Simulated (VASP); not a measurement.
Wanted: the native input for a VASP 6.6.1 run.

```yaml
Task: single point
Functional: PBE
Potentials_or_basis: VASP PAW PBE potentials, release 64 (Mg, S)
Cutoff: 520 eV
k_mesh: 8 × 8 × 8
Occupations: fermi-dirac, width 0.02 eV
Spin: no spin polarisation
Dipole_correction: no
Further_INCAR_settings: ALGO = Normal; EDIFF = 1e-06; NBANDS = 11
```

The structure of MgS lies in POSCAR:

```
MgS
1.0
    0.0000000000      2.8308768412      2.8308768412
    2.8308768412      0.0000000000      2.8308768412
    2.8308768412      2.8308768412      0.0000000000
Mg S
1 1
Direct
    0.0000000000      0.0000000000      0.0000000000
    0.2500000000      0.2500000000      0.2500000000
```

These files were run (other wordings do the same):

INCAR

```
SYSTEM = MgS
PREC     = Accurate       ! precision mode
ENCUT    = 520            ! plane-wave cutoff, eV
EDIFF    = 1E-6           ! SCF threshold, eV
ISMEAR   = -1             ! smearing method
SIGMA    = 0.02           ! smearing width, eV
LREAL    = .False.        ! projectors in reciprocal space
LASPH    = .True.         ! aspherical terms in the spheres
NELM     = 100            ! most SCF steps
ALGO     = Normal         ! electronic algorithm
ISIF     = 2              ! what is computed and relaxed
LWAVE    = .False.        ! write WAVECAR
LCHARG   = .False.        ! write CHGCAR
GGA      = PE             ! functional
NBANDS   = 11             ! bands
```

KPOINTS

```
regular mesh
0
Gamma
  8 8 8
  0 0 0
```

Potentials or basis: VASP PAW PBE potentials, release 64 (Mg, S).

Command:

```bash
$ cat potpaw_PBE.64/Mg/POTCAR potpaw_PBE.64/S/POTCAR > POTCAR
$ mpirun -np 1 vasp_std > vasp.out
```

It gave:

```json
{"Pressure": "0.9 GPa", "Band gap on the k mesh": "3.46 eV, direct"}
```

Run time: 7.9 s on 1 thread of Intel(R) Xeon(R) Platinum 8481C CPU @ 2.70GHz (Sapphire Rapids), with other jobs on the host, peak memory 0.17 GiB.
